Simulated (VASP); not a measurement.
**YN2: single point with PBEsol**

Crystal: YN2.

```xyz
3
Lattice="3.4969 0.0000 0.0000 -1.7484 3.0284 0.0000 0.0000 0.0000 3.2262" Properties=species:S:1:pos:R:3 pbc="T T T"
Y     0.0000    0.0000    0.0000
N     0.0000    2.0189    1.6131
N     1.7484    1.0095    1.6131
```

```
Program             : VASP 6.6.1
Task                : single point
Functional          : PBEsol
Potentials or basis : VASP PAW PBE potentials, release 64 (Y_sv, N)
Cutoff              : 520 eV
k mesh              : 10 × 10 × 10
Occupations         : gaussian, width 0.05 eV
Spin                : no spin polarisation
```

```yaml
Pressure: -6.6 GPa
Band_gap_on_the_k_mesh: zero (an odd number of electrons rules out a gap without spin polarisation)
```

Stress tensor (GPa, compression positive):
```
-6.53  0.00  0.00
 0.00 -6.53  0.00
 0.00  0.00 -6.63
```

Levels at points of the mesh, in eV from the Fermi level:
```
           k point  band 7  band 8  band 9  band 10  band 11  band 12  band 13  band 14
(0.00, 0.00, 0.00)   -5.36   -5.36   -3.26    -0.57     0.49     0.49     0.73     5.04
(0.50, 0.00, 0.00)   -5.48   -4.28   -3.57    -1.04     1.65     1.82     1.94     4.23
(0.00, 0.00, 0.50)   -6.81   -4.57   -4.57    -1.62    -1.62    -0.69     2.40     2.40
(0.50, 0.00, 0.50)   -6.48   -4.43   -3.64    -2.65     1.48     2.75     6.00     6.17
```

Run time: 95 s on 1 thread of Intel Xeon 8259CL, on a shared host, peak memory 0.2 GiB.

Caveat: the cell stands under tension; the PAW data sets were made with another functional, which shifts forces and pressure a little.
